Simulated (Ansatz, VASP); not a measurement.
**HfO2: VASP beside Ansatz**

POSCAR

```
HfO2
1.0
    4.6447508968      0.0000000000      0.0000000000
    0.0000000000      4.6447508968      0.0000000000
    0.0000000000      0.0000000000      3.3138374878
Hf O
2 4
Direct
    0.0000000000      0.0000000000      0.0000000000
    0.5000000000      0.5000000000      0.5000000000
    0.3075799109      0.3075799109      0.0000000000
    0.1924200891      0.8075799109      0.5000000000
    0.8075799109      0.1924200891      0.5000000000
    0.6924200891      0.6924200891      0.0000000000
```

The input INCAR.step1:

```
SYSTEM = HfO2
ALGO     = Normal         ! electronic algorithm
EDIFF    = 1E-4           ! SCF threshold, eV
ENCUT    = 520            ! plane-wave cutoff, eV
GGA      = PE             ! functional
ISMEAR   = 0              ! smearing method
LASPH    = .True.         ! aspherical terms in the spheres
LCHARG   = .False.        ! write CHGCAR
LREAL    = .False.        ! projectors in reciprocal space
LWAVE    = .True.         ! write WAVECAR
NBANDS   = 31             ! bands
NELM     = 80             ! most SCF steps
PREC     = Accurate       ! precision mode
SIGMA    = 0.01           ! smearing width, eV
```

The input INCAR.step2:

```
SYSTEM = HfO2
ALGO     = Normal         ! electronic algorithm
EDIFF    = 1E-7           ! SCF threshold, eV
ENCUT    = 520            ! plane-wave cutoff, eV
ISIF     = 2              ! what is computed and relaxed
ISMEAR   = 0              ! smearing method
ISTART   = 1            
LASPH    = .True.         ! aspherical terms in the spheres
LCHARG   = .False.        ! write CHGCAR
LMIXTAU  = .True.       
LREAL    = .False.        ! projectors in reciprocal space
LWAVE    = .False.        ! write WAVECAR
METAGGA  = R2SCAN         ! meta-GGA
NBANDS   = 31             ! bands
NELM     = 80             ! most SCF steps
PREC     = Accurate       ! precision mode
SIGMA    = 0.01           ! smearing width, eV
```

File KPOINTS:

```
k-points
0
Gamma
  6 6 8
  0 0 0
```

Input for Ansatz:

```yaml
crystal:
  lattice:
    - [4.6447508968, 0.0, 0.0]
    - [0.0, 4.6447508968, 0.0]
    - [0.0, 0.0, 3.3138374878]
  atoms:
    - { symbol: Hf, position: [0.0, 0.0, 0.0] }
    - { symbol: Hf, position: [0.5, 0.5, 0.5] }
    - { symbol: O, position: [0.3075799109, 0.3075799109, 0.0] }
    - { symbol: O, position: [0.1924200891, 0.8075799109, 0.5] }
    - { symbol: O, position: [0.8075799109, 0.1924200891, 0.5] }
    - { symbol: O, position: [0.6924200891, 0.6924200891, 0.0] }
kpoints:
  mp_grid: { grid: [6, 6, 8] }
  band_path:
    path:
      - [0.0, 0.0, 0.0]
      - [0.0, 0.5, 0.0]
      - [0.5, 0.5, 0.0]
      - [0.0, 0.0, 0.5]
      - [0.0, 0.5, 0.5]
      - [0.5, 0.5, 0.5]
    npoints: 1
hamiltonian:
  xc: r2scan
scf:
  occupations: { method: fixed }
  n_extra_bands: 5
output:
  forces: true
  stress: true
  eigenvalues: true
```

Change from the starting cell: epitaxial_xy strain -4.0%.

Alike in both runs: task single point; functional r2SCAN; k mesh 6 × 6 × 8; no spin polarisation.

|  | VASP | Ansatz |
| --- | --- | --- |
| version | VASP 6.6.1 | Ansatz 0.2.0 |
| potentials or method | VASP PAW PBE potentials, release 64 (Hf_pv, O) | plane waves, PAW |
| plane-wave cutoff (eV) | 520 | 500 |
| occupations | gaussian, width 0.01 eV | fixed |
| valence electrons in the cell | 44 | 76 |

|  | VASP | Ansatz | Ansatz less VASP |
| --- | --- | --- | --- |
| gap on the k mesh at the Fermi level (eV) | 4.56 | 4.61 | +0.050 |
| pressure (GPa) | 7.8 | 11.2 | +3.42 |
| traceless stress, the component that is largest in VASP (GPa) | -11.95 | -11.25 | +0.696 |
| rms of the force components (eV/Å) | 0.008 | 0.000 | -0.0078 |

VASP's potentials were made for PBE, not for r2SCAN. Atom by atom the forces differ by 0.008 eV/Å (rms over components). VASP's potentials hold 44 valence electrons a cell and Ansatz's 76, so a difference there can come from the potentials and not from the codes.

Spin-orbit coupling is off throughout.
